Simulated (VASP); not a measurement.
Wanted: the native input for a VASP 6.6.1 run.

```
Task                   : single point
Functional             : PBE
Potentials or basis    : VASP PAW PBE potentials, release 64 (In_d, H)
Cutoff                 : 520 eV
k mesh                 : 14 × 14 × 14
Occupations            : gaussian, width 0.1 eV
Spin                   : no spin polarisation
Dipole correction      : no
Further INCAR settings : ALGO = Normal; EDIFF = 1e-06; NBANDS = 16
```

The structure of InH3 lies in POSCAR:

```
InH3
1.0
    3.2890419996      0.0000000000      0.0000000000
    0.0000000000      3.2890419996      0.0000000000
    0.0000000000      0.0000000000      3.2890419996
In H
1 3
Direct
    0.0000000000      0.0000000000      0.0000000000
    0.0000000000      0.5000000000      0.5000000000
    0.5000000000      0.0000000000      0.5000000000
    0.5000000000      0.5000000000      0.0000000000
```

One way to write it, as run:

INCAR

```
PREC = Accurate
ENCUT = 520
EDIFF = 1E-6
ISMEAR = 0
SIGMA = 0.1
LREAL = F
LASPH = T
NELM = 80
ALGO = Normal
ISIF = 2
LWAVE = F
LCHARG = T
GGA = PE
LELF = T
LVHAR = T
NBANDS = 16
```

KPOINTS

```
regular mesh
0
Gamma
  14 14 14
```

Potentials or basis: VASP PAW PBE potentials, release 64 (In_d, H).

Command:

```sh
$ cat potpaw_PBE.64/In_d/POTCAR potpaw_PBE.64/H/POTCAR > POTCAR
$ mpirun -np 1 vasp_std > vasp.out
```

It gave:

* Pressure: -0.2 GPa
* Band gap on the k mesh: zero (band 8 reaches 6.24 eV, above the bottom of band 9 at 2.86 eV)

Caveat: spin-orbit coupling is left out, which moves the levels of the heavy elements.

It took 15 s on 1 thread of Intel(R) Xeon(R) 6975P-C (Granite Rapids) (shared host), peak memory 0.18 GiB.
